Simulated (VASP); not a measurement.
The system is Mg3H8.

```
Mg H
1.0
     4.80603    0.00000    0.00000
    -2.40301    4.16214    0.00000
     0.00000    0.00000    5.77536
Mg H
3 8
Cartesian
  0.0000 2.7748 4.2998
  0.0000 2.7748 1.4756
  2.4030 1.3874 0.0000
  0.8753 2.2694 2.8877
  0.0000 3.7855 2.8877
  -0.8753 2.2694 2.8877
  0.0000 2.7748 2.8877
  -1.8173 3.8240 0.0000
  0.0000 0.6764 0.0000
  1.8173 3.8240 0.0000
  0.0000 2.7748 0.0000
```

```yaml
Program: VASP 6.6.1
Task: relaxation of cell and atoms
Functional: PBE
Potentials_or_basis: VASP PAW PBE potentials, release 64 (Mg, H)
Cutoff: 600 eV
k_mesh: 6 × 6 × 4
Occupations: gaussian, width 0.1 eV
Spin: no spin polarisation
```

At the start: pressure 16.3 GPa; volume 10.50 Å³/atom.

How do energy, volume and symmetry change on relaxing?

Over 34 steps the energy falls by 428.9 meV/atom and the volume is 10.16 Å³/atom (-3.3 %); space group P-6m2 (No. 187, to 0.05 Å).

Step by step:
```csv
step,energy change (eV),largest force (eV/Å),pressure (GPa),volume (Å³)
1,0.0000,3.0084,16.26,115.53
2,-2.2470,2.5989,2.53,133.95
3,-2.2372,3.0753,0.64,138.85
4,-2.2595,2.8893,1.42,136.68
5,-2.8143,0.7973,-1.53,143.02
6,-2.8570,0.2884,-2.63,147.31
7,-2.8687,0.1653,-2.35,145.99
8,-2.9850,0.0920,-1.96,142.12
9,-3.0886,0.2529,-1.13,136.05
10,-3.0635,0.9321,1.33,123.98
11,-3.1121,0.4897,-0.32,131.30
12,-3.1883,0.2955,-0.58,128.04
13,-3.2672,0.5831,-0.69,120.27
14,-3.2721,0.9143,1.41,104.96
15,-3.3390,0.8418,1.50,103.83
16,-3.5609,0.8262,2.27,100.38
17,-4.0225,0.7307,7.16,93.27
18,2.0604,10.4457,43.47,78.51
19,-3.8906,0.7627,7.28,92.86
20,-3.2444,0.7494,18.26,85.75
21,-3.8865,0.7427,8.38,91.80
22,-3.8833,0.6810,9.57,90.81
23,-3.9285,0.5001,10.54,90.66
24,-3.9290,0.4635,10.70,90.63
25,-4.0253,0.4402,9.75,91.89
26,-4.2699,0.3648,7.17,95.73
27,-4.5805,0.1670,3.16,103.73
28,-4.5959,0.7164,-1.45,121.03
29,-4.6813,0.2308,0.25,112.80
30,-4.6816,0.2073,0.37,112.33
31,-4.6940,0.1656,0.10,112.49
32,-4.7025,0.1727,-0.35,112.78
33,-4.7096,0.1306,-0.24,112.51
34,-4.7179,0.0285,0.11,111.73
```

Final structure:
```
CELL_PARAMETERS angstrom
3.89320 0.00000 0.00000
-1.94660 3.37161 0.00000
0.00000 0.00000 8.51156
ATOMIC_POSITIONS crystal
Mg 0.33333 0.66667 0.74128
Mg 0.33333 0.66667 0.25872
Mg 0.66667 0.33333 0.00000
H 0.57959 0.42041 0.50000
H 0.57959 0.15918 0.50000
H 0.84082 0.42041 0.50000
H 0.33333 0.66667 0.50000
H 0.16031 0.83969 0.00000
H 0.16031 0.32062 0.00000
H 0.67938 0.83969 0.00000
H 0.33333 0.66667 0.00000
```
